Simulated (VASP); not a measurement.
Input of a VASP 6.6.1 run:

File INCAR:

```
SYSTEM = MgCd2Se3
ALGO     = Normal         ! electronic algorithm
EDIFF    = 1E-6           ! SCF threshold, eV
EDIFFG   = -0.01          ! ionic threshold
ENCUT    = 600            ! plane-wave cutoff, eV
GGA      = PE             ! functional
IBRION   = 2              ! ionic algorithm
ISIF     = 3              ! what is computed and relaxed
ISMEAR   = 0              ! smearing method
LASPH    = .TRUE.         ! aspherical terms in the spheres
LCHARG   = .FALSE.        ! write CHGCAR
LREAL    = .FALSE.        ! projectors in reciprocal space
LWAVE    = .FALSE.        ! write WAVECAR
NELM     = 60             ! most SCF steps
NSW      = 100            ! ionic steps
PREC     = Accurate       ! precision mode
SIGMA    = 0.02           ! smearing width, eV
```

File KPOINTS:

```
k-points
0
G
  6 6 2
  0 0 0
```

POSCAR

```
MgCd2Se3
1.0
    4.3435967000      0.0000000000      0.0000000000
   -2.1717984000      3.7616651000      0.0000000000
    0.0000000000      0.0000000000     21.1619990000
Mg Cd Se
2 4 6
Direct
    0.0000000000      0.0000000000      0.1691190000
    0.6666667000      0.3333333000      0.3283900000
    0.0000000000      0.0000000000      0.4950000000
    0.0000000000      0.0000000000      0.8353790000
    0.6666667000      0.3333333000      0.6651300000
    0.6666667000      0.3333333000      0.0059280000
    0.0000000000      0.0000000000      0.2918930000
    0.0000000000      0.0000000000      0.6219270000
    0.0000000000      0.0000000000      0.9624150000
    0.6666667000      0.3333333000      0.1328690000
    0.6666667000      0.3333333000      0.4515130000
    0.6666667000      0.3333333000      0.7921570000
```

Potentials or basis: VASP PAW PBE potentials, release 64 (Mg, Cd, Se).

Command:

```bash
$ cat potpaw_PBE.64/Mg/POTCAR potpaw_PBE.64/Cd/POTCAR potpaw_PBE.64/Se/POTCAR > POTCAR
$ mpirun -np 1 vasp_std > vasp.out
```

(1) Estimate the band gap on the k mesh.

(2) Estimate the space group after relaxing (to 0.1 Å).

Answers

(1) 0.90 eV.

(2) P3m1 (No. 156).
